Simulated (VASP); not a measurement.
# Li2H5 (R-3m) in VASP: further runs

Li2H5 is run at these levels: PBE; tasks: single point, relaxation of cell and atoms.

Program: VASP 6.6.1. These are calculated values, not measurements. Logs are shortened: lines on timing, memory, paths and dates and some standing lists are left out, and cuts for length are marked.

### Step 1. The cell of the first run

The structure is trigonal, space group R-3m (No. 166). The conventional cell has a = 2.768 Å, b = 2.768 Å, c = 18.069 Å, α = 90.00°, β = 90.00°, γ = 120.00°. Within 2.4 Å of Li (site symmetry 3m) lie 13 H at 1.81 to 2.32 Å. H (site symmetry 3m) has 7 H at 1.76 to 2.23 Å and 4 Li at 1.81 to 2.32 Å within 2.4 Å. Within 2.3 Å of H (site symmetry 3m) lie 4 H at 1.60 to 2.23 Å and 6 Li at 2.11 to 2.17 Å. H (site symmetry -3m) has 6 H at 1.76 Å and 6 Li at 2.25 Å within 2.3 Å.

The cell was built from a structure type or drawn by symmetry, and may not be a known phase.

### Step 2. Single point, PBE

File INCAR:

```
PREC = Accurate
ENCUT = 520
EDIFF = 1E-7
ISMEAR = 0
SIGMA = 0.1
LREAL = False
LASPH = True
NELM = 100
ALGO = Normal
ISIF = 2
LWAVE = False
LCHARG = False
GGA = PE
NBANDS = 14
```

File KPOINTS:

```
regular mesh
0
Gamma
  9 9 9
```

File POSCAR:

```
Li2H5
1.0
    1.3840035601      0.7990548280      6.0229880066
   -1.3840035601      0.7990548280      6.0229880066
    0.0000000000     -1.5981096560      6.0229880066
Li H
2 5
Direct
    0.0790882234      0.0790882234      0.0790882234
    0.9209117766      0.9209117766      0.9209117766
    0.2074381676      0.2074381676      0.2074381676
    0.7925618324      0.7925618324      0.7925618324
    0.3307983639      0.3307983639      0.3307983639
    0.6692016361      0.6692016361      0.6692016361
    0.5000000000      0.5000000000      0.5000000000
```

Potentials or basis: VASP PAW PBE potentials, release 64 (Li_sv, H).

The run is started by

```console
cat potpaw_PBE.64/Li_sv/POTCAR potpaw_PBE.64/H/POTCAR > POTCAR
mpirun -np 1 vasp_std > vasp.out
```

OUTCAR:

```text
PREC = Accurate
   ENCUT = 520
   EDIFF = 1E-7
   ISMEAR = 0
   LREAL = False
   LASPH = True
   NELM = 100
   ISIF = 2
   GGA = PE

 ion  position               nearest neighbor table
   1  0.079  0.079  0.079-
   2  0.921  0.921  0.921-
   3  0.207  0.207  0.207-
   4  0.793  0.793  0.793-
   5  0.331  0.331  0.331-
   6  0.669  0.669  0.669-
   7  0.500  0.500  0.500-

  LATTYP: Found a trigonal (rhomboedric) cell.
 ALAT       =     6.2313994416
 COS(alpha) =     0.9013417908

  Lattice vectors:

 A1 = (   1.3840035601,   0.7990548280,   6.0229880066)
 A2 = (  -1.3840035601,   0.7990548280,   6.0229880066)
 A3 = (   0.0000000000,  -1.5981096560,   6.0229880066)

Analysis of symmetry for initial positions (statically):
=====================================================================
 Subroutine PRICEL returns:
 Original cell was already a primitive cell.

 Routine SETGRP: Setting up the symmetry group for a
 trigonal (rhombohedral) supercell.

 Subroutine GETGRP returns: Found 12 space group operations
 (whereof 12 operations were pure point group operations)
 out of a pool of 12 trial point group operations.

The static configuration has the point symmetry D_3d.

Analysis of symmetry for dynamics (positions and initial velocities):
=====================================================================
 Subroutine PRICEL returns:
 Original cell was already a primitive cell.

 Routine SETGRP: Setting up the symmetry group for a
 trigonal (rhombohedral) supercell.

 Subroutine GETGRP returns: Found 12 space group operations
 (whereof 12 operations were pure point group operations)
 out of a pool of 12 trial point group operations.

The dynamic configuration has the point symmetry D_3d.

 Subroutine INISYM returns: Found 12 space group operations
 (whereof 12 operations are pure point group operations),
 and found     1 'primitive' translations

----------------------------------------------------------------------------------------

                                     Primitive cell

  volume of cell :      39.9647

  direct lattice vectors                    reciprocal lattice vectors
     1.384003560  0.799054828  6.022988007     0.361270747  0.208579763  0.055343516
    -1.384003560  0.799054828  6.022988007    -0.361270747  0.208579763  0.055343516
     0.000000000 -1.598109656  6.022988007     0.000000000 -0.417159526  0.055343516

  length of vectors
     6.231399442  6.231399442  6.231399442     0.420814656  0.420814656  0.420814656

  position of ions in fractional coordinates (direct lattice)
     0.079088223  0.079088223  0.079088223
     0.920911777  0.920911777  0.920911777
     0.207438168  0.207438168  0.207438168
     0.792561832  0.792561832  0.792561832
     0.330798364  0.330798364  0.330798364
     0.669201636  0.669201636  0.669201636
     0.500000000  0.500000000  0.500000000

  ion indices of the primitive-cell ions
   primitive index   ion index
                 1           1
                 2           2
                 3           3
                 4           4
                 5           5
                 6           6
                 7           7

----------------------------------------------------------------------------------------

 KPOINTS: regular mesh

Automatic generation of k-mesh.
 Grid dimensions read from file:
 generate k-points for:    9    9    9

 Generating k-lattice:

  Cartesian coordinates                     Fractional coordinates (reciprocal lattice)
     0.040141194  0.023175529  0.006149280     0.111111111  0.000000000  0.000000000
    -0.040141194  0.023175529  0.006149280     0.000000000  0.111111111  0.000000000
     0.000000000 -0.046351058  0.006149280     0.000000000  0.000000000  0.111111111

  Length of vectors
     0.046757184  0.046757184  0.046757184

  Shift w.r.t. Gamma in fractional coordinates (k-lattice)
     0.000000000  0.000000000  0.000000000

 Subroutine IBZKPT returns following result:
 ===========================================

 Found     85 irreducible k-points:

 Following reciprocal coordinates:
            Coordinates               Weight
  0.000000  0.000000  0.000000      1.000000
  0.111111 -0.000000 -0.000000      6.000000
  0.222222 -0.000000 -0.000000      6.000000
  0.333333  0.000000 -0.000000      6.000000
  0.444444 -0.000000 -0.000000      6.000000
  0.111111  0.111111 -0.000000      6.000000
[... 16 lines left out ...]
 -0.333333  0.333333  0.000000      6.000000
  0.444444  0.444444 -0.000000      6.000000
 [... further k-points ...]
   k-points           NKPTS =     85   k-points in BZ     NKDIM =     85   number of bands    NBANDS=     14
   number of dos      NEDOS =    301   number of ions     NIONS =      7
   total plane-waves  NPLWV = 110592
   dimension x,y,z NGX =    48 NGY =   48 NGZ =   48
   dimension x,y,z NGXF=    96 NGYF=   96 NGZF=   96
   ions per type =               2   5
   NGX,Y,Z   is equivalent  to a cutoff of  12.81, 12.81, 12.81 a.u.
   NGXF,Y,Z  is equivalent  to a cutoff of  25.61, 25.61, 25.61 a.u.
 SYSTEM =  unknown system
   PREC   = accura    normal or accurate (medium, high low for compatibility)
   ISTART =      0    job   : 0-new  1-cont  2-samecut
   ICHARG =      2    charge: 1-file 2-atom 10-const
   ISPIN  =      1    spin polarized calculation?
   LNONCOLLINEAR =      F non collinear calculations
   LSORBIT =      F    spin-orbit coupling
   LASPH  =      T    aspherical Exc in radial PAW
   ENCUT  =  520.0 eV  38.22 Ry    6.18 a.u.  11.59 11.59 11.59*2*pi/ulx,y,z
   NELM   =    100;   NELMIN=  2; NELMDL= -5     # of ELM steps
   EDIFF  = 0.1E-06   stopping-criterion for ELM
   LREAL  =      F    real-space projection
   EDIFFG = 0.1E-05   stopping-criterion for IOM
   NSW    =      0    number of steps for IOM
   IBRION =     -1    ionic relax: 0-MD 1-quasi-New 2-CG
   NFREE  =      0    steps in history (QN), initial steepest desc. (CG)
   ISIF   =      2    stress and relaxation
   ISYM   =      2    0-nonsym 1-usesym 2-fastsym
   POTIM  = 0.5000    time-step for ionic-motion
   TEBEG  =    0.0;   TEEND  =   0.0 temperature during run
   PSTRESS=    0.0 pullay stress
   NELECT =      11.0000    total number of electrons
   NUPDOWN=      -1.0000    fix difference up-down
   EMIN   =  10.00;   EMAX   =-10.00  energy-range for DOS
   EFERMI =   0.00;   METHOD = LEGACY
   ISMEAR =     0;   SIGMA  =   0.10  broadening in eV -4-tet -1-fermi 0-gaus
   EFERMI_NEDOS =   21; number of points for ismear=-14 and -15
   IALGO  =     38    algorithm
   IMIX   =      4    mixing-type and parameters
     AMIX     =   0.40;   BMIX     =  1.00
     AMIX_MAG =   1.60;   BMIX_MAG =  1.00
  volume/ion in A,a.u.               =       5.71        38.53
  Fermi-wavevector in a.u.,A,eV,Ry     =   1.064911  2.012390 15.429494  1.134036
  Thomas-Fermi vector in A             =   2.200445
   LORBIT       =      0    0 simple, 1 ext, 2 COOP (PROOUT), +10 PAW based schemes
   GGA     = PE    functional components
   LHFCALC =     F    Hartree Fock is set to
   AEXX    =    0.0000 exact exchange contribution
   IVDW    =     0    specifies the selected vdW correction
   LEPSILON=     F    determine dielectric tensor
   LRPA    =     F    only Hartree local field effects (RPA)
 non-spin polarized calculation
 Gauss-broadening in eV      SIGMA  =   0.10
  energy-cutoff  :      520.00
  volume of cell :       39.96
 maximum number of plane-waves:      1086
   NGX = 23   NGY = 23   NGZ = 23

 number of electron      11.0000002 magnetization

 Free energy of the ion-electron system (eV)
  ---------------------------------------------------
  ext. energy  EPLUGINS =         0.00000000
  ---------------------------------------------------
  free energy    TOTEN  =       -18.24859967 eV

  energy without entropy =      -18.24516113  energy(sigma->0) =      -18.24688040

 E-fermi :   1.5389     XC(G=0):  -9.3011

 val. band max:        1.5089260120   @ k =  -0.2222   0.3333   0.1111
 cond. band min:       1.5516669622   @ k =  -0.2222   0.2222   0.1111
 fundamental gap:      0.0427409502
 Fermi energy:         1.5388610824

 k-point     1 :       0.0000    0.0000    0.0000
  band No.  band energies     occupation
      1     -43.7697      2.00000
      2     -43.7585      2.00000
      3      -8.1050      2.00000
      4      -6.8314      2.00000
      5      -1.4185      2.00000
      6       7.2501      0.00000
      7       7.5584      0.00000
      8       9.8286      0.00000
      9      12.8991      0.00000
     10      15.9960      0.00000
     11      17.3401      0.00000
     12      17.3401      0.00000
     13      17.7863      0.00000
     14      17.7863      0.00000

 k-point     2 :       0.1111   -0.0000   -0.0000
  band No.  band energies     occupation
      1     -43.7645      2.00000
      2     -43.7538      2.00000
      3      -7.8515      2.00000
      4      -6.5395      2.00000
      5      -1.2816      2.00000
      6       6.9874      0.00000
      7       7.6089      0.00000
      8       8.6847      0.00000
      9      12.0865      0.00000
     10      14.1721      0.00000
     11      15.4371      0.00000
     12      15.6149      0.00000
     13      16.5618      0.00000
     14      17.2897      0.00000

 k-point     3 :       0.2222   -0.0000   -0.0000
  band No.  band energies     occupation
      1     -43.7518      2.00000
      2     -43.7420      2.00000
      3      -7.0982      2.00000
      4      -5.6761      2.00000
      5      -0.9176      2.00000
      6       5.6497      0.00000
      7       6.0039      0.00000
      8       7.6517      0.00000
      9      11.0610      0.00000
     10      12.5328      0.00000
     11      13.4283      0.00000
     12      13.9052      0.00000
     13      14.6531      0.00000
     14      15.0660      0.00000

 k-point     4 :       0.3333    0.0000   -0.0000
  band No.  band energies     occupation
      1     -43.7371      2.00000
      2     -43.7286      2.00000
      3      -5.8844      2.00000
      4      -4.2916      2.00000
      5      -0.6557      2.00000
      6       3.1235      0.00000
      7       3.6657      0.00000
      8       6.7973      0.00000
      9      11.2628      0.00000
     10      11.9181      0.00000
     11      12.2574      0.00000
     12      12.7717      0.00000
     13      13.2764      0.00000
     14      13.5003      0.00000

 k-point     5 :       0.4444   -0.0000   -0.0000
  band No.  band energies     occupation
      1     -43.7276      2.00000
      2     -43.7199      2.00000
      3      -4.4501      2.00000
      4      -2.6230      2.00000
      5      -1.4110      2.00000
      6       0.7753      2.00000
      7       2.9343      0.00000
      8       5.4144      0.00000
      9      11.1937      0.00000
     10      11.6351      0.00000
     11      12.2372      0.00000
[... 276 lines left out ...]
 k-point    22 :      -0.4444    0.3333   -0.0000
  band No.  band energies     occupation
      1     -43.7230      2.00000
      2     -43.7164      2.00000
      3      -3.4568      2.00000
      4      -2.3527      2.00000
      5      -0.3671      2.00000
      6      -0.2267      2.00000
      7       1.9578      0.00000
      8       6.9270      0.00000
      9       7.1641      0.00000
     10       8.4301      0.00000
     11       9.6569      0.00000
     12      11.1233      0.00000
     13      15.0969      0.00000
     14      15.7190      0.00000

 k-point    23 :      -0.3333    0.3333    0.0000
  band No.  band energies     occupation
      1     -43.7206      2.00000
      2     -43.7138      2.00000
      3      -2.1085      2.00000
      4      -2.0027      2.00000
      5      -0.9604      2.00000
      6       0.1262      2.00000
      7       0.4017      2.00000
      8       6.1137      0.00000
      9       6.7851      0.00000
     10       8.6147      0.00000
     11       9.6742      0.00000
     12      10.8896      0.00000
     13      14.9260      0.00000
     14      16.0397      0.00000

 k-point    24 :       0.4444    0.4444   -0.0000
  band No.  band energies     occupation
      1     -43.7270      2.00000
      2     -43.7205      2.00000
      3      -4.2428      2.00000
      4      -3.1720      2.00000
      5      -0.8799      2.00000
      6       0.3765      2.00000
      7       2.9483      0.00000
      8       7.3716      0.00000
      9       8.5050      0.00000
     10      11.2814      0.00000
     11      11.3966      0.00000
     12      11.8537      0.00000
     13      13.2738      0.00000
     14      14.6202      0.00000

 [... further k-points ...]

------------------------ aborting loop because EDIFF is reached ----------------------------------------

  FORCE on cell =-STRESS in cart. coord.  units (eV):
  Direction    XX          YY          ZZ          XY          YZ          ZX
  --------------------------------------------------------------------------------------
  -------------------------------------------------------------------------------------
  Total       -0.1229983     -0.1229983     -0.0872323      0.0000000      0.0000000      0.0000000
  in kB       -4.9309752     -4.9309752     -3.4971232      0.0000000      0.0000000      0.0000000
  external PRESSURE =      -4.4530246 kB  Pullay stress =       0.0000000 kB

 VOLUME and BASIS-vectors are now :
 -----------------------------------------------------------------------------
  energy-cutoff  :      520.00
  volume of cell :       39.96
      direct lattice vectors                 reciprocal lattice vectors
     1.384003560  0.799054828  6.022988007     0.361270747  0.208579763  0.055343516
    -1.384003560  0.799054828  6.022988007    -0.361270747  0.208579763  0.055343516
     0.000000000 -1.598109656  6.022988007     0.000000000 -0.417159526  0.055343516

 POSITION                                       TOTAL-FORCE (eV/Angst)
 -----------------------------------------------------------------------------------
      0.00000      0.00000      1.42904        -0.000000     -0.000000      0.028701
      0.00000      0.00000     16.63992        -0.000000      0.000000     -0.028701
      0.00000      0.00000      3.74819        -0.000000      0.000000      0.009747
      0.00000      0.00000     14.32077        -0.000000     -0.000000     -0.009747
      0.00000      0.00000      5.97718        -0.000000      0.000000      0.007913
      0.00000      0.00000     12.09178        -0.000000      0.000000     -0.007913
      0.00000      0.00000      9.03448         0.000000      0.000000      0.000000
 -----------------------------------------------------------------------------------
    total drift:                                0.000000      0.000000      0.000000

  FREE ENERGIE OF THE ION-ELECTRON SYSTEM (eV)
  ---------------------------------------------------
  free  energy   TOTEN  =       -18.2485996720 eV

  energy  without entropy=      -18.2451611319  energy(sigma->0) =      -18.24688040
```

Wall time 1.9 min (1 thread of Intel Xeon Platinum 8488C (Sapphire Rapids), shared host); peak memory 0.3 GiB.

Results:

```yaml
Free_energy: -18.2486 eV
Largest_force: 0.029 eV/Å
Band_gap_on_the_k_mesh: zero (an odd number of electrons rules out a gap without spin polarisation)
```

Forces on the atoms (eV/Å):
```
Li   0.000  0.000  0.029
Li   0.000  0.000 -0.029
H    0.000  0.000  0.010
H    0.000  0.000 -0.010
H    0.000  0.000  0.008
H    0.000  0.000 -0.008
H    0.000  0.000  0.000
```

Levels at points of the mesh, in eV from the Fermi level:
```
           k point  band 3  band 4  band 5  band 6  band 7  band 8
(0.00, 0.00, 0.00)   -9.64   -8.37   -2.96    5.71    6.02    8.29
```

Caveat: the cutoff is under 1.25 times the usual one of these potentials, so pressure, stress and relaxed cells hold a basis-set (Pulay) error.

### Step 3. Relaxation of cell and atoms, PBE

This run uses another cell than the first one, of 5.68 Å³/atom.

File INCAR:

```
SYSTEM = Li2H5
PREC     = Accurate       ! precision mode
ENCUT    = 600            ! plane-wave cutoff, eV
EDIFF    = 1E-6           ! SCF threshold, eV
ISMEAR   = 0              ! smearing method
SIGMA    = 0.1            ! smearing width, eV
LREAL    = .False.        ! projectors in reciprocal space
LASPH    = .True.         ! aspherical terms in the spheres
NELM     = 100            ! most SCF steps
ALGO     = Fast           ! electronic algorithm
ISIF     = 3              ! what is computed and relaxed
LWAVE    = .False.        ! write WAVECAR
LCHARG   = .False.        ! write CHGCAR
GGA      = PE             ! functional
IBRION   = 2              ! ionic algorithm
NSW      = 90             ! ionic steps
EDIFFG   = -0.04          ! ionic threshold
```

File KPOINTS:

```
regular mesh
0
Gamma
  9 9 9
  0 0 0
```

File POSCAR:

```
Li2H5
1.0
    1.3757607014      0.7942958113      6.0596591348
   -1.3757607014      0.7942958113      6.0596591348
    0.0000000000     -1.5885916226      6.0596591348
Li H
2 5
Direct
    0.0766899566      0.0766899566      0.0766899566
    0.9233100434      0.9233100434      0.9233100434
    0.2070186595      0.2070186595      0.2070186595
    0.7929813405      0.7929813405      0.7929813405
    0.3319483372      0.3319483372      0.3319483372
    0.6680516628      0.6680516628      0.6680516628
    0.5000000000      0.5000000000      0.5000000000
```

Potentials or basis: VASP PAW PBE potentials, release 64 (Li_sv, H).

The run is started by

```console
cat potpaw_PBE.64/Li_sv/POTCAR potpaw_PBE.64/H/POTCAR > POTCAR
mpirun -np 1 vasp_std > vasp.out
```

It took 6.6 min on 1 thread of Intel Xeon Platinum 8488C (Sapphire Rapids), shared host; peak memory 0.35 GiB.

The run converged. Its results:

```
Free energy                           : -18.2478 eV
Relaxed volume                        : 5.63 Å³/atom
Relaxed cell                          : a = 6.257 Å, b = 6.257 Å, c = 6.257 Å, α = 25.32°, β = 25.32°, γ = 25.32°
Space group after relaxing (to 0.1 Å) : R-3m (No. 166)
Energy gained by relaxing             : 0.8 meV/atom
Ionic steps                           : 4
Pressure after relaxing               : 0.4 GPa
Largest force after relaxing          : 0.025 eV/Å
Band gap on the k mesh                : zero (an odd number of electrons rules out a gap without spin polarisation)
```

Forces in eV/Å, atoms in the order of the input:
```
Li   0.000  0.000  0.025
Li   0.000  0.000 -0.025
H    0.000  0.000 -0.022
H    0.000  0.000  0.022
H    0.000  0.000  0.004
H    0.000  0.000 -0.004
H    0.000  0.000  0.000
```

Stress tensor (GPa, compression positive):
```
 0.68  0.00  0.00
 0.00  0.68  0.00
 0.00  0.00 -0.30
```

Step by step:
```tsv
step	energy change (eV)	largest force (eV/Å)	pressure (GPa)	volume (Å³)
1	0.0000	0.1215	-0.27	39.73
2	-0.0018	0.1040	-0.16	39.68
3	-0.0051	0.0502	0.19	39.51
4	-0.0054	0.0246	0.35	39.44
```

Final structure:
```
Li H
1.0
     1.37141    0.79179    6.05345
    -1.37141    0.79179    6.05345
     0.00000   -1.58357    6.05345
Li H
2 5
Cartesian
  0.0000 0.0000 1.4243
  0.0000 0.0000 16.7361
  0.0000 0.0000 3.7717
  0.0000 0.0000 14.3886
  0.0000 0.0000 6.0145
  0.0000 0.0000 12.1459
  0.0000 0.0000 9.0802
```

Levels at points of the mesh, in eV from the Fermi level:
| k point | band 1 | band 2 | band 3 | band 4 | band 5 | band 6 | band 7 | band 8 | band 9 |
| --- | --- | --- | --- | --- | --- | --- | --- | --- | --- |
| (0.00, 0.00, 0.00) | -45.35 | -45.34 | -9.77 | -8.56 | -3.11 | 5.54 | 5.95 | 8.48 | 11.45 |

Caveat: the cutoff is under 1.25 times the usual one of these potentials, so pressure, stress and relaxed cells hold a basis-set (Pulay) error.
